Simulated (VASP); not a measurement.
**Si62Ge (a cell with a defect): single point with PBEsol**

The system is Si62Ge (a cell with a defect).

```xyz
63
Lattice="10.8600 0.0000 0.0000 0.0000 10.8600 0.0000 0.0000 0.0000 10.8600" Properties=species:S:1:pos:R:3 pbc="T T T"
Si    5.5261   -0.0167    0.0904
Si    8.1651    2.6236    0.0901
Si    9.4971    4.0829    1.3404
Si    9.4452    1.3836    4.0102
Si   -0.0116    0.0224   -0.0110
Si    1.3568    1.3630    1.3510
Si    2.7382    2.7094    0.0042
Si    4.1307    4.0182    1.3801
Si    5.4398    5.4104    0.0041
Si    6.7858    6.7920    1.3511
Si    8.1263    8.1610   -0.0107
Si    9.4430    9.5662    1.3286
Si    2.7100    0.0085    2.7054
Si    4.0663    1.3730    4.0624
Si    5.5231    2.6253    2.7297
Si    6.7758    4.0823    4.0618
Si    8.1405    5.4390    2.7055
Si    9.4834    6.8206    4.0486
Si    5.4253    0.0225    5.4123
Si    6.7857    1.3631    6.7822
Si    8.1263    2.7240    5.4126
Si    9.5111    4.0835    6.7753
Si    8.1404    0.0085    8.1349
Si    9.4972    1.3728    9.4915
Si    0.0058    5.4443   -0.0119
Si    1.3610    6.7880    1.3632
Si    2.7043    8.1437   -0.0121
Si    4.0661    9.5118    1.3405
Si   -0.0130    2.7243    2.6913
Si    1.3508    4.0824    4.0764
Si    2.7314    5.4177    2.7039
Si    4.0663    6.7977    4.0773
Si    5.4239    8.1613    2.6914
Si    6.7649    9.5644    4.0086
Si   -0.0416    0.0355    5.3828
Si    1.3622    1.3521    6.7882
Si    2.7044    2.7257    5.4299
Si    4.0781    4.0710    6.8000
Si    5.4239    5.4442    5.4299
Si    6.7970    6.7872    6.7877
Si    8.1131    8.1916    5.3820
Si    9.4831    9.5258    6.7528
Si    2.7326    0.0108    8.1579
Si    4.1329    1.3332    9.5580
Si    5.4386    2.7098    8.1632
Si    6.8155    4.0162    9.5568
Si    8.1385    5.4169    8.1574
Si    9.5120    6.7973    9.4915
Si   -0.0447    8.1933    2.6780
Si    1.3283    9.5253    4.0481
Si   -0.0141    5.4642    5.4102
Si    1.3594    6.7896    6.7851
Si    2.6846    8.1635    5.4103
Si    4.0656    9.4980    6.7754
Si    0.0037    2.7266    8.1294
Si    1.3755    4.0703    9.5030
Si    2.7122    5.4369    8.1373
Si    4.0784    6.7732    9.5036
Si    5.4218    8.1446    8.1293
Si    6.7759    9.5113    9.4909
Si   -0.0155    8.1638    8.1099
Si    1.3513    9.4967    9.4906
Ge    7.2169    0.9318    1.7842
```

| Property | Result |
| --- | --- |
| Program | VASP 6.6.1 |
| Task | single point |
| Functional | PBEsol |
| Potentials or basis | VASP PAW PBE potentials, release 64 (Si, Ge_d) |
| Cutoff | 520 eV |
| k mesh | 1 × 1 × 1 |
| Occupations | fermi-dirac, width 0.05 eV |
| Spin | no spin polarisation |
| Dipole correction | no |
| Charge | -2 |
| Further INCAR settings | LREAL = Auto; ALGO = Normal; EDIFF = 1e-06; NBANDS = 168; NELECT = 264.0 |

| Property | Result |
| --- | --- |
| Largest force | 0.245 eV/Å |

Forces in eV/Å, atoms in the order of the input:
```
Si  -0.010  0.019 -0.008
Si  -0.019  0.008 -0.008
Si   0.001  0.005 -0.003
Si   0.048 -0.011  0.047
Si   0.010  0.015  0.000
Si   0.011 -0.006  0.007
Si  -0.007 -0.009  0.008
Si  -0.007  0.008 -0.039
Si   0.007  0.008  0.009
Si   0.005 -0.012  0.006
Si  -0.016 -0.012 -0.001
Si   0.046 -0.045  0.010
Si  -0.002  0.002 -0.002
Si  -0.005  0.003  0.000
Si  -0.008  0.009 -0.016
Si  -0.001  0.005  0.001
Si  -0.002  0.001 -0.002
Si   0.005  0.008  0.003
Si  -0.001  0.015  0.013
Si   0.005 -0.006  0.012
Si  -0.015  0.001  0.011
Si  -0.016 -0.010 -0.020
Si  -0.003  0.002 -0.002
Si   0.000  0.003 -0.005
Si   0.013  0.002  0.022
Si  -0.002  0.000 -0.006
Si  -0.003 -0.014  0.021
Si  -0.006 -0.001 -0.003
Si   0.011  0.000 -0.016
Si  -0.020 -0.008 -0.015
Si   0.025 -0.025  0.029
Si   0.008  0.020 -0.016
Si   0.000 -0.011 -0.017
Si   0.013 -0.043  0.046
Si   0.012 -0.011  0.012
Si  -0.003  0.004 -0.002
Si  -0.004 -0.019  0.014
Si  -0.005  0.005 -0.028
Si   0.019  0.003  0.015
Si   0.000  0.001 -0.001
Si   0.012 -0.012  0.012
Si   0.005 -0.004 -0.008
Si   0.025 -0.028  0.025
Si  -0.007  0.037 -0.009
Si   0.008 -0.008 -0.009
Si  -0.036  0.008 -0.008
Si   0.027 -0.025  0.025
Si  -0.015  0.021  0.009
Si   0.013 -0.012  0.013
Si  -0.009 -0.005  0.004
Si   0.010 -0.011  0.012
Si  -0.013  0.010 -0.011
Si   0.010 -0.012  0.012
Si   0.008  0.015 -0.021
Si   0.014 -0.021 -0.002
Si  -0.028  0.005 -0.005
Si   0.024 -0.025  0.025
Si  -0.004  0.028 -0.006
Si   0.020 -0.014 -0.003
Si  -0.002  0.000 -0.004
Si   0.012 -0.011  0.009
Si  -0.020  0.015  0.008
Ge  -0.140  0.141 -0.143
```

Levels at points of the mesh, in eV from the Fermi level:
```tsv
k point	band 129	band 130	band 131	band 132	band 133	band 134
(0.00, 0.00, 0.00)	-0.85	-0.80	-0.07	0.02	0.02	0.08
```

Run time: 8.2 min on 1 thread of Intel(R) Xeon(R) Platinum 8259CL CPU @ 2.50GHz (Skylake/Cascade Lake), on a shared host, peak memory 1 GiB.

Caveat: the k points lie up to 0.58 Å⁻¹ apart; the cell carries a net charge on a neutralising background, which shifts energy and pressure; the cell is charged against a uniform background, so pressure and absolute levels hang on convention; the PAW data sets were made with another functional, which shifts forces and pressure a little.
